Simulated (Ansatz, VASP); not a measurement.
# Two plane-wave programs on Au4I

```xyz
5
Lattice="6.0664 0.0000 0.0000 0.0000 6.0664 0.0000 0.0000 0.0000 6.0664" Properties=species:S:1:pos:R:3 pbc="T T T"
Au    1.5166    1.5166    1.5166
Au    4.5498    4.5498    1.5166
Au    4.5498    1.5166    4.5498
Au    1.5166    4.5498    4.5498
I     0.0000    0.0000    0.0000
```

Change from the starting cell: ordered vacancies on the anion sites of cuprite (P-43m, No. 215).

Alike in both runs: task single point; functional PBE; k mesh 4 × 4 × 4; occupations gaussian, width 0.1 eV; no spin polarisation.

|  | VASP | Ansatz |
| --- | --- | --- |
| version | VASP 6.6.1 | Ansatz 0.2.0 |
| potentials or method | VASP PAW PBE potentials, release 64 (Au, I), cutoff 520 eV | scalar-relativistic, plane waves, PAW |
| valence electrons in the cell | 51 | 93 |

|  | VASP | Ansatz | Ansatz less VASP |
| --- | --- | --- | --- |
| gap on the k mesh at the Fermi level (eV) | none | none | - |
| pressure (GPa) | -2.2 | -2.1 | +0.06 |

A gap of «none» marks a metal or a gap that the smearing closes. VASP's potentials hold 51 valence electrons a cell and Ansatz's 93, so a difference there can come from the potentials and not from the codes.

Neither program's run includes spin-orbit coupling.
